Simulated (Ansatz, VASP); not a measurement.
TaN: VASP beside Ansatz

The input INCAR:

```
SYSTEM = TaN
PREC = Accurate ; ENCUT = 520
EDIFF = 1E-6 ; ISMEAR = -1
SIGMA = 0.01 ; LREAL = .False.
LASPH = .True. ; NELM = 60
ALGO = Normal ; ISIF = 2
LWAVE = .False. ; LCHARG = .False.
GGA = PE ; NBANDS = 15
```

KPOINTS

```
Automatic mesh
0
Gamma
  12 12 10
  0 0 0
```

Contents of POSCAR:

```
TaN
1.0
    2.9379988584      0.0000000000      0.0000000000
   -1.4689994292      2.5443816477      0.0000000000
    0.0000000000      0.0000000000      2.8830000000
Ta N
1 1
Direct
    0.3333333333      0.6666666667      0.5000000000
    0.0000000000      0.0000000000      0.0000000000
```

Input for Ansatz:

```yaml
crystal:
  lattice:
    - [2.9379988584, 0.0, 0.0]
    - [-1.4689994292, 2.5443816477, 0.0]
    - [0.0, 0.0, 2.883]
  atoms:
    - { symbol: Ta, position: [0.3333333333, 0.6666666667, 0.5] }
    - { symbol: "N", position: [0.0, 0.0, 0.0] }
kpoints:
  mp_grid: { grid: [12, 12, 10] }
scf:
  occupations: { method: fermi_dirac, width: 0.01 }
hamiltonian:
  xc: pbe
  pseudopotentials: { kind: all_electron, lapw: { basis_error: 0.0005 } }
output:
  forces: true
  stress: true
  eigenvalues: true
```

Alike in both runs: task single point; functional PBE; k mesh 12 × 12 × 10; occupations fermi-dirac, width 0.01 eV; no spin polarisation.

|  | VASP | Ansatz |
| --- | --- | --- |
| version | VASP 6.6.1 | Ansatz 0.2.0 |
| potentials or method | VASP PAW PBE potentials, release 64 (Ta_pv, N), cutoff 520 eV | all-electron LAPW, scalar-relativistic |

|  | VASP | Ansatz | Ansatz less VASP |
| --- | --- | --- | --- |
| pressure (GPa) | 5.4 | 4.8 | -0.55 |
| traceless stress, the component that is largest in VASP (GPa) | 0.82 | 0.72 | -0.107 |

Ansatz ran all-electron here, and VASP with PAW potentials.

Spin-orbit coupling is off throughout.
